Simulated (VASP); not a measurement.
# Al30Cu (a cell with a defect) in VASP: further runs

Runs on Al30Cu (a cell with a defect). Level: PBE. Tasks: single point.

All numbers are computed with VASP 6.6.1; they aren't measurements. Logs are shortened: lines on timing, memory, paths and dates and some standing lists are left out, and cuts for length are marked.

### Step 1. The cell of the first run

The cell holds a defect, 31 atoms: a = 8.100 Å, b = 8.100 Å, c = 8.100 Å, α = 90.00°, β = 90.00°, γ = 90.00°.

### Step 2. Single point, PBE

INCAR reads:

```
  ALGO = Normal
  EDIFF = 1E-6
  ENCUT = 520
  GGA = PE
  ISIF = 2
  ISMEAR = 0
  LASPH = T
  LCHARG = T
  LELF = T
  LREAL = Auto
  LVHAR = T
  LWAVE = F
  NBANDS = 72
  NELM = 80
  PREC = Accurate
  SIGMA = 0.1
```

KPOINTS reads:

```
k-points
0
Gamma
  3 3 3
```

POSCAR reads:

```
Al30Cu
1.0
    8.1000000000      0.0000000000      0.0000000000
    0.0000000000      8.1000000000      0.0000000000
    0.0000000000      0.0000000000      8.1000000000
Al Cu
30 1
Direct
    0.4963151574      0.0032608936      0.0000000000
    0.7482356359      0.2529369786      0.0000000000
    0.7507959878      0.0004949046      0.2513678723
    0.0004449784      0.0004449784      0.0000000000
    0.7475073014      0.7475073014      0.0000000000
    0.2484492367      0.0033546347      0.2493487567
    0.4959489461      0.2550196473      0.2388132402
    0.7477327119      0.5003225762      0.2475120252
    0.4994707466      0.0016906247      0.5000000000
    0.7507466348      0.2489366182      0.5000000000
    0.7507959878      0.0004949046      0.7486321277
    0.0032608936      0.4963151574      0.0000000000
    0.2529369786      0.7482356359      0.0000000000
    0.0033546347      0.2484492367      0.2493487567
    0.2550196473      0.4959489461      0.2388132402
    0.5003225762      0.7477327119      0.2475120252
    0.0003641240      0.0003641240      0.5000000000
    0.2494773155      0.2494773155      0.5000000000
    0.4998319206      0.4998319206      0.5000000000
    0.7510643587      0.7510643587      0.5000000000
    0.2484492367      0.0033546347      0.7506512433
    0.4959489461      0.2550196473      0.7611867598
    0.7477327119      0.5003225762      0.7524879748
    0.0004949046      0.7507959878      0.2513678723
    0.0016906247      0.4994707466      0.5000000000
    0.2489366182      0.7507466348      0.5000000000
    0.0033546347      0.2484492367      0.7506512433
    0.2550196473      0.4959489461      0.7611867598
    0.5003225762      0.7477327119      0.7524879748
    0.0004949046      0.7507959878      0.7486321277
    0.2454794213      0.2454794213      0.0000000000
```

Potentials or basis: VASP PAW PBE potentials, release 64 (Al, Cu).

Launch:

```
cat potpaw_PBE.64/Al/POTCAR potpaw_PBE.64/Cu/POTCAR > POTCAR
mpirun -np 1 vasp_std > vasp.out
```

OUTCAR:

```text
EDIFF = 1E-6
   ENCUT = 520
   GGA = PE
   ISIF = 2
   ISMEAR = 0
   LASPH = T
   LREAL = Auto
   NELM = 80
   PREC = Accurate

 ion  position               nearest neighbor table
   1  0.496  0.003  0.000-   7 2.81  22 2.81  31 2.82   6 2.85  21 2.85  13 2.86   2 2.87  29 2.88
                            16 2.88   3 2.90  11 2.90   5 2.90
   2  0.748  0.253  0.000-   7 2.81  22 2.81   8 2.83  23 2.83  12 2.86   1 2.87  11 2.89   3 2.89
                            14 2.89  27 2.89   4 2.89
   3  0.751  0.000  0.251-  10 2.85  20 2.85  17 2.85  24 2.86   9 2.86  14 2.87   4 2.87  16 2.88
                             2 2.89   5 2.89   1 2.90   7 2.92
   4  0.000  0.000  0.000-  31 2.81  14 2.85  21 2.85  27 2.85   6 2.85  24 2.87   3 2.87  30 2.87
                            11 2.87   2 2.89  13 2.89   5 2.90
   5  0.748  0.748  0.000-   8 2.83  16 2.83  23 2.83  29 2.83  11 2.89  24 2.89   3 2.89  30 2.89
                             4 2.90  12 2.90   1 2.90
   6  0.248  0.003  0.249-  14 2.81  31 2.82  18 2.85   1 2.85   4 2.85  17 2.86   7 2.86  24 2.87
                             9 2.87  26 2.88  13 2.89  16 2.91
   7  0.496  0.255  0.239-  15 2.76  31 2.80   1 2.81   2 2.81   8 2.85   6 2.86  19 2.90  18 2.91
                             3 2.92   9 2.95  10 2.96
   8  0.748  0.500  0.248-   5 2.83  16 2.83   2 2.83   7 2.85  19 2.87  12 2.88  20 2.88  24 2.88
                            10 2.89  25 2.90  14 2.91
   9  0.499  0.002  0.500-  18 2.85  10 2.86  11 2.86   3 2.86  26 2.87  21 2.87   6 2.87  20 2.88
                            16 2.90  29 2.90   7 2.95  22 2.95
  10  0.751  0.249  0.500-   3 2.85  11 2.85  17 2.85   9 2.86  25 2.87  19 2.87  14 2.88  27 2.88
                             8 2.89  23 2.89  22 2.96   7 2.96
  11  0.751  0.000  0.749-  10 2.85  20 2.85  17 2.85  30 2.86   9 2.86  27 2.87   4 2.87  29 2.88
                             2 2.89   5 2.89   1 2.90  22 2.92
[... 23 lines left out ...]
                            10 2.89  25 2.90  27 2.91
  24  0.000  0.751  0.251-  26 2.85  20 2.85  17 2.85   3 2.86  25 2.86   6 2.87   4 2.87   8 2.88
                            13 2.89   5 2.89  12 2.90  15 2.92
  25  0.002  0.499  0.500-  18 2.85  26 2.86  24 2.86  30 2.86  10 2.87  27 2.87  14 2.87  20 2.88
                             8 2.90  23 2.90  28 2.95  15 2.95
  26  0.249  0.751  0.500-  24 2.85  30 2.85  17 2.85  25 2.86   9 2.87  19 2.87  21 2.88   6 2.88
                            29 2.89  16 2.89  15 2.96  28 2.96
  27  0.003  0.248  0.751-  21 2.81  31 2.82  18 2.85  12 2.85   4 2.85  17 2.86  28 2.86  11 2.87
                            25 2.87  10 2.88   2 2.89  23 2.91
  28  0.255  0.496  0.761-  22 2.76  31 2.80  12 2.81  13 2.81  29 2.85  27 2.86  19 2.90  18 2.91
                            30 2.92  25 2.95  26 2.96
  29  0.500  0.748  0.752-   5 2.83  23 2.83  13 2.83  28 2.85  19 2.87   1 2.88  20 2.88  11 2.88
                            26 2.89   9 2.90  21 2.91
  30  0.000  0.751  0.749-  26 2.85  20 2.85  17 2.85  11 2.86  25 2.86  21 2.87   4 2.87  23 2.88
                            13 2.89   5 2.89  12 2.90  28 2.92
  31  0.245  0.245  0.000-   7 2.80  15 2.80  22 2.80  28 2.80   4 2.81  21 2.82  14 2.82  27 2.82
                             6 2.82   1 2.82  12 2.82

  LATTYP: Found a simple cubic cell.
 ALAT       =     8.1000000000

  Lattice vectors:

 A1 = (   8.1000000000,   0.0000000000,   0.0000000000)
 A2 = (   0.0000000000,   8.1000000000,   0.0000000000)
 A3 = (   0.0000000000,   0.0000000000,   8.1000000000)

Analysis of symmetry for initial positions (statically):
=====================================================================
 Subroutine PRICEL returns:
 Original cell was already a primitive cell.

 Routine SETGRP: Setting up the symmetry group for a
 simple cubic supercell.

 Subroutine GETGRP returns: Found  4 space group operations
 (whereof  4 operations were pure point group operations)
 out of a pool of 48 trial point group operations.

The static configuration has the point symmetry C_2v.

Analysis of symmetry for dynamics (positions and initial velocities):
=====================================================================
 Subroutine PRICEL returns:
 Original cell was already a primitive cell.

 Routine SETGRP: Setting up the symmetry group for a
 simple cubic supercell.

 Subroutine GETGRP returns: Found  4 space group operations
 (whereof  4 operations were pure point group operations)
 out of a pool of 48 trial point group operations.

The dynamic configuration has the point symmetry C_2v.

 Subroutine INISYM returns: Found  4 space group operations
 (whereof  4 operations are pure point group operations),
 and found     1 'primitive' translations

----------------------------------------------------------------------------------------

                                     Primitive cell

  volume of cell :     531.4410

  direct lattice vectors                    reciprocal lattice vectors
     8.100000000  0.000000000  0.000000000     0.123456790  0.000000000  0.000000000
     0.000000000  8.100000000  0.000000000     0.000000000  0.123456790  0.000000000
     0.000000000  0.000000000  8.100000000     0.000000000  0.000000000  0.123456790

  length of vectors
     8.100000000  8.100000000  8.100000000     0.123456790  0.123456790  0.123456790

  position of ions in fractional coordinates (direct lattice)
     0.496315157  0.003260894  0.000000000
     0.748235636  0.252936979  0.000000000
     0.750795988  0.000494905  0.251367872
     0.000444978  0.000444978  0.000000000
     0.747507301  0.747507301  0.000000000
     0.248449237  0.003354635  0.249348757
[... 23 lines left out ...]
     0.000494905  0.750795988  0.748632128
     0.245479421  0.245479421  0.000000000

  ion indices of the primitive-cell ions
   primitive index   ion index
                 1           1
                 2           2
                 3           3
                 4           4
                 5           5
                 6           6
[... 23 lines left out ...]
                30          30
                31          31

----------------------------------------------------------------------------------------

 KPOINTS: k-points

Automatic generation of k-mesh.
 Grid dimensions read from file:
 generate k-points for:    3    3    3

 Generating k-lattice:

  Cartesian coordinates                     Fractional coordinates (reciprocal lattice)
     0.041152263  0.000000000  0.000000000     0.333333333  0.000000000  0.000000000
     0.000000000  0.041152263  0.000000000     0.000000000  0.333333333  0.000000000
     0.000000000  0.000000000  0.041152263     0.000000000  0.000000000  0.333333333

  Length of vectors
     0.041152263  0.041152263  0.041152263

  Shift w.r.t. Gamma in fractional coordinates (k-lattice)
     0.000000000  0.000000000  0.000000000

 Subroutine IBZKPT returns following result:
 ===========================================

 Found      8 irreducible k-points:

 Following reciprocal coordinates:
            Coordinates               Weight
  0.000000  0.000000  0.000000      1.000000
  0.333333  0.000000  0.000000      4.000000
  0.000000  0.000000  0.333333      2.000000
  0.333333  0.333333  0.000000      2.000000
  0.000000  0.333333  0.333333      8.000000
 -0.333333  0.333333  0.000000      2.000000
  0.333333  0.333333  0.333333      4.000000
 -0.333333  0.333333  0.333333      4.000000
   k-points           NKPTS =      8   k-points in BZ     NKDIM =      8   number of bands    NBANDS=     72
   number of dos      NEDOS =    301   number of ions     NIONS =     31
   total plane-waves  NPLWV = 216000
   dimension x,y,z NGX =    60 NGY =   60 NGZ =   60
   dimension x,y,z NGXF=   120 NGYF=  120 NGZF=  120
   ions per type =              30   1
   NGX,Y,Z   is equivalent  to a cutoff of  12.31, 12.31, 12.31 a.u.
   NGXF,Y,Z  is equivalent  to a cutoff of  24.63, 24.63, 24.63 a.u.
 SYSTEM =  unknown system
   PREC   = accura    normal or accurate (medium, high low for compatibility)
   ISTART =      0    job   : 0-new  1-cont  2-samecut
   ICHARG =      2    charge: 1-file 2-atom 10-const
   ISPIN  =      1    spin polarized calculation?
   LNONCOLLINEAR =      F non collinear calculations
   LSORBIT =      F    spin-orbit coupling
   LASPH  =      T    aspherical Exc in radial PAW
   ENCUT  =  520.0 eV  38.22 Ry    6.18 a.u.  15.06 15.06 15.06*2*pi/ulx,y,z
   NELM   =     80;   NELMIN=  2; NELMDL= -5     # of ELM steps
   EDIFF  = 0.1E-05   stopping-criterion for ELM
   LREAL  =      T    real-space projection
   EDIFFG = 0.1E-04   stopping-criterion for IOM
   NSW    =      0    number of steps for IOM
   IBRION =     -1    ionic relax: 0-MD 1-quasi-New 2-CG
   NFREE  =      0    steps in history (QN), initial steepest desc. (CG)
   ISIF   =      2    stress and relaxation
   ISYM   =      2    0-nonsym 1-usesym 2-fastsym
   POTIM  = 0.5000    time-step for ionic-motion
   TEBEG  =    0.0;   TEEND  =   0.0 temperature during run
   PSTRESS=    0.0 pullay stress
   NELECT =     101.0000    total number of electrons
   NUPDOWN=      -1.0000    fix difference up-down
   EMIN   =  10.00;   EMAX   =-10.00  energy-range for DOS
   EFERMI =   0.00;   METHOD = LEGACY
   ISMEAR =     0;   SIGMA  =   0.10  broadening in eV -4-tet -1-fermi 0-gaus
   EFERMI_NEDOS =   21; number of points for ismear=-14 and -15
   IALGO  =     38    algorithm
   IMIX   =      4    mixing-type and parameters
     AMIX     =   0.40;   BMIX     =  1.00
     AMIX_MAG =   1.60;   BMIX_MAG =  1.00
  volume/ion in A,a.u.               =      17.14       115.69
  Fermi-wavevector in a.u.,A,eV,Ry     =   0.941233  1.778672 12.053656  0.885919
  Thomas-Fermi vector in A             =   2.068723
   LORBIT       =      0    0 simple, 1 ext, 2 COOP (PROOUT), +10 PAW based schemes
   GGA     = PE    functional components
   LHFCALC =     F    Hartree Fock is set to
   AEXX    =    0.0000 exact exchange contribution
   IVDW    =     0    specifies the selected vdW correction
   LEPSILON=     F    determine dielectric tensor
   LRPA    =     F    only Hartree local field effects (RPA)
 non-spin polarized calculation
 Gauss-broadening in eV      SIGMA  =   0.10
  energy-cutoff  :      520.00
  volume of cell :      531.44
 maximum number of plane-waves:     14358
   NGX = 31   NGY = 31   NGZ = 31

 number of electron     101.0000007 magnetization

 Free energy of the ion-electron system (eV)
  ---------------------------------------------------
  ext. energy  EPLUGINS =         0.00000000
  ---------------------------------------------------
  free energy    TOTEN  =      -115.80387957 eV

  energy without entropy =     -115.75450715  energy(sigma->0) =     -115.77919336

 E-fermi :   7.3084     XC(G=0): -10.0545

 val. band max:        7.3035419211   @ k =   0.3333   0.0000   0.0000
 cond. band min:       7.3754607372   @ k =   0.0000   0.3333   0.3333
 fundamental gap:      0.0719188161
 Fermi energy:         7.3084276427

 k-point     1 :       0.0000    0.0000    0.0000
  band No.  band energies     occupation
      1      -3.3852      2.00000
      2      -1.2458      2.00000
      3      -1.2392      2.00000
      4      -1.2068      2.00000
      5      -1.2012      2.00000
      6      -1.1086      2.00000
[... 509 lines left out ...]
     61       9.2260      0.00000
     62       9.2661      0.00000
 [bands above 62 left out]

------------------------ aborting loop because EDIFF is reached ----------------------------------------

  FORCE on cell =-STRESS in cart. coord.  units (eV):
  Direction    XX          YY          ZZ          XY          YZ          ZX
  --------------------------------------------------------------------------------------
  -------------------------------------------------------------------------------------
  Total       -7.5016696     -7.5016696     -7.1998183     -0.2583961      0.0000000      0.0000000
  in kB      -22.6158784    -22.6158784    -21.7058631     -0.7790072      0.0000000      0.0000000
  external PRESSURE =     -22.3125400 kB  Pullay stress =       0.0000000 kB

 VOLUME and BASIS-vectors are now :
 -----------------------------------------------------------------------------
  energy-cutoff  :      520.00
  volume of cell :      531.44
      direct lattice vectors                 reciprocal lattice vectors
     8.100000000  0.000000000  0.000000000     0.123456790  0.000000000  0.000000000
     0.000000000  8.100000000  0.000000000     0.000000000  0.123456790  0.000000000
     0.000000000  0.000000000  8.100000000     0.000000000  0.000000000  0.123456790

 POSITION                                       TOTAL-FORCE (eV/Angst)
 -----------------------------------------------------------------------------------
      4.02015      0.02641      0.00000         0.004375     -0.013212     -0.000000
      6.06071      2.04879      0.00000         0.001459      0.000070     -0.000000
      6.08145      0.00401      2.03608         0.004505      0.001059      0.005839
      0.00360      0.00360      0.00000         0.000424      0.000424     -0.000000
      6.05481      6.05481      0.00000        -0.003387     -0.003387     -0.000000
      2.01244      0.02717      2.01972         0.000414     -0.003300      0.007654
[... 23 lines left out ...]
      0.00401      6.08145      6.06392         0.001059      0.004505     -0.005839
      1.98838      1.98838      0.00000        -0.009320     -0.009320     -0.000000
 -----------------------------------------------------------------------------------
    total drift:                                0.011155      0.011155      0.000005

  FREE ENERGIE OF THE ION-ELECTRON SYSTEM (eV)
  ---------------------------------------------------
  free  energy   TOTEN  =      -115.8038795668 eV

  energy  without entropy=     -115.7545071456  energy(sigma->0) =     -115.77919336
```

Wall time 8.9 min (1 thread of Intel Xeon Platinum 8259CL at 2.50GHz (Skylake/Cascade Lake), shared host); peak memory 0.57 GiB.

What came out:

| Item | Value |
| --- | --- |
| Free energy | -115.8039 eV |
| Pressure | -2.2 GPa |
| Largest force | 0.014 eV/Å |
| Band gap on the k mesh | zero (an odd number of electrons rules out a gap without spin polarisation) |

Forces in eV/Å, atoms in the order of the input:
```
Al   0.004 -0.013  0.000
Al   0.001  0.000  0.000
Al   0.005  0.001  0.006
Al   0.000  0.000  0.000
Al  -0.003 -0.003  0.000
Al   0.000 -0.003  0.008
Al   0.004  0.002 -0.003
Al  -0.005  0.001  0.001
Al  -0.001  0.011  0.000
Al   0.002 -0.008  0.000
Al   0.005  0.001 -0.006
Al  -0.013  0.004  0.000
Al   0.000  0.001  0.000
Al  -0.003  0.000  0.008
Al   0.002  0.004 -0.003
Al   0.001 -0.005  0.001
Al   0.001  0.001  0.000
Al  -0.005 -0.005  0.000
Al   0.002  0.002  0.000
Al   0.007  0.007  0.000
Al   0.000 -0.003 -0.008
Al   0.004  0.002  0.003
Al  -0.005  0.001 -0.001
Al   0.001  0.005  0.006
Al   0.011 -0.001  0.000
Al  -0.008  0.002  0.000
Al  -0.003  0.000 -0.008
Al   0.002  0.004  0.003
Al   0.001 -0.005 -0.001
Al   0.001  0.005 -0.006
Cu  -0.009 -0.009  0.000
```

Levels at points of the mesh, in eV from the Fermi level:
```
           k point  band 49  band 50  band 51  band 52  band 53  band 54
(0.00, 0.00, 0.00)    -0.08    -0.03     0.62     0.64     0.66     0.69
```

[end of part 1 of 2]
